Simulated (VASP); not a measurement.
Runs of VASP 6.6.1 on AgCl. Symmetry: Pm-3m, No. 221, cubic system. Conventional cell: a = 3.434 Å, b = 3.434 Å, c = 3.434 Å, α = 90.00°, β = 90.00°, γ = 90.00°. Within 3.9 Å of Ag (site symmetry m-3m) lie 8 Cl at 2.97 Å and 6 Ag at 3.43 Å. Cl (site symmetry m-3m) has 8 Ag at 2.97 Å and 6 Cl at 3.43 Å within 3.9 Å. 

```tsv
k mesh	cutoff (eV)	gap on the mesh (eV)	pressure (GPa)
4 × 4 × 4	520	0.56	0.0
1 × 1 × 1	520	1.23	3.1
8 × 8 × 8, shifted	500	(c)	-0.2
6 × 6 × 6	520	0.57	-0.2
4 × 4 × 4, shifted	500	2.67	-0.4
2 × 2 × 2	520	0.33	(b)
6 × 6 × 6, shifted	500	(a)	-0.3
12 × 12 × 12	520	0.57	-0.3
```

Alike in all rows: task single point; level PBE; potentials or basis VASP PAW PBE potentials, release 64 (Ag, Cl); no spin polarisation; cell as given; smearing gaussian 0.02 eV.

Question: Fill in the values left out.

Answer: (a) 1.71; (b) 6.9; (c) 1.28.

Caveats: some runs use coarse meshes.

A k mesh can miss the band edges, and the runs leave out spin-orbit coupling on Ag.
